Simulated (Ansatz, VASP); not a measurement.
**One calculation of Mg, two programs**

```
Mg
1.0
     0.00000    2.24426    2.28914
     2.24426    0.00000    2.28914
     2.24426    2.24426    0.00000
Mg
1
Direct
  0.00000 0.00000 0.00000
```

Change from the starting cell: zz strain of +2 %, PAW files.

Alike in both runs: task electric field gradients; functional PBE; k mesh 16 × 16 × 16; occupations fermi-dirac, width 0.03 eV; no spin polarisation.

|  | VASP | Ansatz |
| --- | --- | --- |
| version | VASP 6.6.1 | Ansatz 0.2.0 |
| potentials or method | VASP PAW PBE potentials, release 64 (Mg) | PAW with Ansatz's default frozen-core files, scalar-relativistic |
| plane-wave cutoff (eV) | 520 | 420 |
| valence electrons in the cell | 2 | 10 |

```tsv
	VASP	Ansatz	Ansatz less VASP
pressure (GPa)	0.0	0.1	+0.12
size of Vzz on the site where it differs most (V/Å²)	0.6	0.7	+0.16
```

VASP's potentials hold 2 valence electrons a cell and Ansatz's 10, so a difference there can come from the potentials and not from the codes.
